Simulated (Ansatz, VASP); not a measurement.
## ZnO: VASP beside Ansatz

Contents of INCAR:

```
ALGO = Normal
EDIFF = 1E-6
EDIFFG = -0.01
ENCUT = 600
GGA = PE
IBRION = 2
ISIF = 3
ISMEAR = 0
LASPH = True
LCHARG = False
LREAL = False
LWAVE = False
NELM = 100
NSW = 100
PREC = Accurate
SIGMA = 0.02
```

The input KPOINTS:

```
k-points
0
Gamma
  8 8 8
```

POSCAR

```
ZnO
1.0
   -3.2336667770      3.2336667770      2.6399606049
    3.2336667770     -3.2336667770      2.6399606049
    3.2336667770      3.2336667770     -2.6399606049
Zn O
4 4
Direct
    0.4103569095      0.9103569095      0.1985622167
    0.7117946927      0.2117946927      0.8014377833
    0.9103569095      0.7117946927      0.5000000000
    0.2117946927      0.4103569095      0.5000000000
    0.2889862044      0.0896233230      0.5000000000
    0.5896233230      0.7889862044      0.5000000000
    0.7889862044      0.2889862044      0.1993628815
    0.0896233230      0.5896233230      0.8006371185
```

Input for Ansatz:

```yaml
crystal:
  lattice:
    - [-3.233666777, 3.233666777, 2.6399606049]
    - [3.233666777, -3.233666777, 2.6399606049]
    - [3.233666777, 3.233666777, -2.6399606049]
  atoms:
    - { symbol: Zn, position: [0.4103569095, 0.9103569095, 0.1985622167] }
    - { symbol: Zn, position: [0.7117946927, 0.2117946927, 0.8014377833] }
    - { symbol: Zn, position: [0.9103569095, 0.7117946927, 0.5] }
    - { symbol: Zn, position: [0.2117946927, 0.4103569095, 0.5] }
    - { symbol: O, position: [0.2889862044, 0.089623323, 0.5] }
    - { symbol: O, position: [0.589623323, 0.7889862044, 0.5] }
    - { symbol: O, position: [0.7889862044, 0.2889862044, 0.1993628815] }
    - { symbol: O, position: [0.089623323, 0.589623323, 0.8006371185] }
basis:
  ecutwfc: 420
kpoints:
  mp_grid: { grid: [8, 8, 8] }
hamiltonian:
  xc: pbe
scf:
  occupations: { method: gaussian, width: 0.02 }
output:
  forces: true
  stress: true
  eigenvalues: true
relax:
  adjacent_minimum: "off"
  f_tol: 0.01
  max_steps: 80
  cell: { stress_tol: 0.05 }
```

Change from the starting cell: the structure that the rattled cell fell into.

Alike in both runs: task relaxation of cell and atoms; functional PBE; k mesh 8 × 8 × 8; occupations gaussian, width 0.02 eV; no spin polarisation.

|  | VASP | Ansatz |
| --- | --- | --- |
| version | VASP 6.6.1 | Ansatz 0.2.0 |
| potentials or method | VASP PAW PBE potentials, release 64 (Zn, O), cutoff 600 eV | scalar-relativistic, plane waves, PAW |
| valence electrons in the cell | 72 | 72 |

```tsv
	VASP	Ansatz	Ansatz less VASP
gap on the k mesh at the Fermi level, each at its own relaxed structure (eV)	0.91	0.94	+0.021
relaxed volume (Å³/atom)	13.88	13.80	-0.080
relaxed cell length with the largest relative difference (Å)	5.290	5.279	-0.0107
```
